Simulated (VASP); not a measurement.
# CaS (Oldhamite) (Fm-3m) in VASP: elastic constants with PBEsol

Aim: the elastic constants of CaS (Oldhamite) with PBEsol.

Everything below comes from runs of VASP 6.6.1. Logs are shortened: lines on timing, memory, paths and dates and some standing lists are left out, and cuts for length are marked.

## (1) The cell of the first run

Symmetry: Fm-3m, No. 225, cubic system. Conventional cell: a = 5.633 Å, b = 5.633 Å, c = 5.633 Å, α = 90.00°, β = 90.00°, γ = 90.00°. Ca (site symmetry m-3m) has 6 S at 2.82 Å within 3.7 Å. Within 3.7 Å of S (site symmetry m-3m) lie 6 Ca at 2.82 Å.

## (2) Elastic constants, PBEsol

INCAR

```
SYSTEM = CaS
PREC = Accurate
ENCUT = 500
EDIFF = 1E-8
ISMEAR = 0
SIGMA = 0.01
LREAL = .False.
LASPH = .True.
NELM = 120
ALGO = Normal
ISIF = 3
LWAVE = .False.
LCHARG = .False.
GGA = PS
IBRION = 6
NFREE = 2
POTIM = 0.015
NSW = 1
GGA_COMPAT = .False.
```

KPOINTS

```
regular mesh
0
Gamma
  8 8 8
  0 0 0
```

POSCAR

```
CaS
1.0
    0.0000000000      2.8165476349      2.8165476349
    2.8165476349      0.0000000000      2.8165476349
    2.8165476349      2.8165476349      0.0000000000
Ca S
1 1
Direct
    0.0000000000      0.0000000000      0.0000000000
    0.5000000000      0.5000000000      0.5000000000
```

Potentials or basis: VASP PAW PBE potentials, release 64 (Ca_sv, S).

Launch:

```
$ cat potpaw_PBE.64/Ca_sv/POTCAR potpaw_PBE.64/S/POTCAR > POTCAR
$ mpirun -np 1 vasp_std > vasp.out
```

OUTCAR:

```text
SYSTEM = CaS
   PREC = Accurate
   ENCUT = 500
   EDIFF = 1E-8
   ISMEAR = 0
   LREAL = .False.
   LASPH = .True.
   NELM = 120
   ISIF = 3
   GGA = PS
   IBRION = 6
   NFREE = 2
   POTIM = 0.015
   NSW = 1

 ion  position               nearest neighbor table
   1  0.000  0.000  0.000-   2 2.82   2 2.82   2 2.82   2 2.82   2 2.82   2 2.82
   2  0.500  0.500  0.500-   1 2.82   1 2.82   1 2.82   1 2.82   1 2.82   1 2.82

  LATTYP: Found a face centered cubic cell.
 ALAT       =     5.6330952698

  Lattice vectors:

 A1 = (   0.0000000000,   2.8165476349,   2.8165476349)
 A2 = (   2.8165476349,   0.0000000000,   2.8165476349)
 A3 = (   2.8165476349,   2.8165476349,   0.0000000000)

Analysis of symmetry for initial positions (statically):
=====================================================================
 Subroutine PRICEL returns:
 Original cell was already a primitive cell.

 Routine SETGRP: Setting up the symmetry group for a
 face centered cubic supercell.

 Subroutine GETGRP returns: Found 48 space group operations
 (whereof 48 operations were pure point group operations)
 out of a pool of 48 trial point group operations.

The static configuration has the point symmetry O_h .

Analysis of symmetry for dynamics (positions and initial velocities):
=====================================================================
 Subroutine PRICEL returns:
 Original cell was already a primitive cell.

 Routine SETGRP: Setting up the symmetry group for a
 face centered cubic supercell.

 Subroutine GETGRP returns: Found 48 space group operations
 (whereof 48 operations were pure point group operations)
 out of a pool of 48 trial point group operations.

The dynamic configuration has the point symmetry O_h .

 Subroutine INISYM returns: Found 48 space group operations
[... 693 lines left out ...]
      1     -35.9818      2.00000
      2     -17.2291      2.00000
      3     -17.1238      2.00000
      4     -17.0957      2.00000
      5      -7.6966      2.00000
      6       0.1001      2.00000
      7       1.2912      2.00000
      8       1.6374      2.00000
      9       7.8204      0.00000
     10       8.1716      0.00000
     11       9.4106      0.00000
     12       9.7466      0.00000

 [... further k-points ...]

------------------------ aborting loop because EDIFF is reached ----------------------------------------

  FORCE on cell =-STRESS in cart. coord.  units (eV):
  Direction    XX          YY          ZZ          XY          YZ          ZX
  --------------------------------------------------------------------------------------
  -------------------------------------------------------------------------------------
  Total        0.0583504      0.0528378      0.0528378      0.0000000      0.0000000     -0.0000000
  in kB        2.0920543      1.8944098      1.8944098      0.0000000      0.0000000     -0.0000000
  external PRESSURE =       1.9602913 kB  Pullay stress =       0.0000000 kB
[... 17 lines left out ...]
  FREE ENERGIE OF THE ION-ELECTRON SYSTEM (eV)
  ---------------------------------------------------
  free  energy   TOTEN  =       -10.9155659200 eV

  energy  without entropy=      -10.9155659200  energy(sigma->0) =      -10.91556592

 INTERNAL STRAIN TENSORS FROM STRAINED CELLS
 ============================================

 INTERNAL STRAIN TENSOR FOR ION    1 for displacements in x,y,z  (eV/Angst):
          X           Y           Z          XY          YZ          ZX
  --------------------------------------------------------------------------------
  x    -0.00000    -0.00000     0.00000     0.00000    -0.00000     0.00000
  y    -0.00000    -0.00000    -0.00000    -0.00000     0.00000     0.00000
  z    -0.00000     0.00000    -0.00000     0.00000    -0.00000     0.00000

 INTERNAL STRAIN TENSORS FROM DISPLACED ATOMS
 ============================================

 INTERNAL STRAIN TENSOR FOR ION    1 for displacements in x,y,z  (eV/Angst):
          X           Y           Z          XY          YZ          ZX
  --------------------------------------------------------------------------------
  x     0.00000     0.00000     0.00000     0.00000     0.00000     0.00000
  y     0.00000     0.00000     0.00000     0.00000     0.00000     0.00000
  z     0.00000     0.00000     0.00000     0.00000     0.00000     0.00000

 INTERNAL STRAIN TENSOR FOR ION    2 for displacements in x,y,z  (eV/Angst):
          X           Y           Z          XY          YZ          ZX
  --------------------------------------------------------------------------------
  x     0.00000     0.00000     0.00000     0.00000     0.00000     0.00000
  y     0.00000     0.00000     0.00000     0.00000     0.00000     0.00000
  z     0.00000     0.00000     0.00000     0.00000     0.00000     0.00000

 Eigenvectors and eigenvalues of the dynamical matrix
 ----------------------------------------------------

   1 f  =    6.958393 THz    43.720871 2PiTHz  232.107000 cm-1    28.777587 meV
             X         Y         Z           dx          dy          dz
      0.000000  0.000000  0.000000     0.000000    0.666411    0.000000
      2.816548  2.816548  2.816548     0.000000   -0.745584    0.000000
[... 21 lines left out ...]
   6 f/i=    0.002579 THz     0.016207 2PiTHz    0.086038 cm-1     0.010667 meV
             X         Y         Z           dx          dy          dz
      0.000000  0.000000  0.000000     0.000000    0.000000    0.745584
      2.816548  2.816548  2.816548     0.000000    0.000000    0.666411

--------------------------------------------------------------------------------------------------------

 ELASTIC MODULI CONTR FROM IONIC RELAXATION (kBar)
 Direction    XX          YY          ZZ          XY          YZ          ZX
 --------------------------------------------------------------------------------
 XX           0.0000      0.0000      0.0000      0.0000      0.0000      0.0000
 YY           0.0000      0.0000      0.0000      0.0000      0.0000      0.0000
 ZZ           0.0000      0.0000      0.0000      0.0000      0.0000      0.0000
 XY           0.0000      0.0000      0.0000      0.0000      0.0000      0.0000
 YZ           0.0000      0.0000      0.0000      0.0000      0.0000      0.0000
 ZX           0.0000      0.0000      0.0000      0.0000      0.0000      0.0000
 --------------------------------------------------------------------------------

 TOTAL ELASTIC MODULI (kBar)
 Direction    XX          YY          ZZ          XY          YZ          ZX
 --------------------------------------------------------------------------------
 XX        1413.3340    230.4693    230.4693     -0.0000     -0.0000      0.0000
 YY         230.4693   1413.3340    230.4693     -0.0000      0.0000      0.0000
 ZZ         230.4693    230.4693   1413.3340     -0.0000     -0.0000      0.0000
 XY          -0.0000     -0.0000     -0.0000    338.5542      0.0000      0.0000
 YZ          -0.0000      0.0000     -0.0000      0.0000    338.5542      0.0000
 ZX           0.0000      0.0000      0.0000      0.0000      0.0000    338.5542
 --------------------------------------------------------------------------------
```

OSZICAR:

```text
N       E                     dE             d eps       ncg     rms          rms(c)
DAV:   1     0.108928797551E+03    0.10893E+03   -0.77457E+03   696   0.123E+03
DAV:   2    -0.578502858835E+01   -0.11471E+03   -0.10930E+03   792   0.288E+02
DAV:   3    -0.109326609738E+02   -0.51476E+01   -0.51106E+01   940   0.586E+01
[... 219 lines left out ...]
DAV:  15    -0.109155671232E+02    0.11364E-05   -0.35816E-07  1772   0.354E-03    0.539E-02
DAV:  16    -0.109155664964E+02    0.62686E-06   -0.37973E-07  1836   0.321E-03    0.365E-02
DAV:  17    -0.109155660114E+02    0.48499E-06   -0.50276E-07  1808   0.398E-03    0.143E-02
DAV:  18    -0.109155659251E+02    0.86271E-07   -0.24140E-07  1848   0.258E-03    0.318E-03
DAV:  19    -0.109155659200E+02    0.51591E-08   -0.13976E-08  1420   0.757E-04
  17 F= -.10915566E+02 E0= -.10915566E+02  d E =-.975655E-13
```

stdout:

```text
POSCAR found type information on POSCAR CaS
 POSCAR found :  2 types and       2 ions
 scaLAPACK will be used
 -----------------------------------------------------------------------------
|                                                                             |
|                                                                             |
|     You enforced a specific xc type in the INCAR file but a different       |
|     I HOPE YOU KNOW WHAT YOU ARE DOING!                                     |
[... 32 lines left out ...]
 Finite differences progress:
 bond charge predicted
 Finite differences progress:
 bond charge predicted
 Finite differences progress:
 bond charge predicted
 Finite differences progress:
 bond charge predicted
 Finite differences progress:
 bond charge predicted
 Finite differences progress:
 bond charge predicted
 Finite differences progress:
```

Run time: 6 min. Hardware: 1 thread of Intel Xeon 6975P-C (Granite Rapids), shared host; peak memory 0.29 GiB.

Results:

| Item | Value |
| --- | --- |
| Elastic constants C11, C12, C44 | 141, 23, 34 GPa |
| Voigt bulk modulus | 62 GPa |
| Highest phonon frequency at Γ, LO-TO splitting left out | 232 cm⁻¹ |

Phonon frequencies in cm⁻¹ (negative: imaginary):
```tsv
q point	frequencies
(0.000, 0.000, 0.000)	0 0 0 232 232 232
```

Elastic tensor in Voigt notation (GPa, in the Cartesian axes of the cell as first typed):
```
141  23  23   0   0   0
 23 141  23   0   0   0
 23  23 141   0   0   0
  0   0   0  34   0   0
  0   0   0   0  34   0
  0   0   0   0   0  34
```

Clamped-ion elastic tensor (GPa):
```
141  23  23   0   0   0
 23 141  23   0   0   0
 23  23 141   0   0   0
  0   0   0  34   0   0
  0   0   0   0  34   0
  0   0   0   0   0  34
```

Caveat: the PAW data sets were made with another functional, which shifts forces and pressure a little.
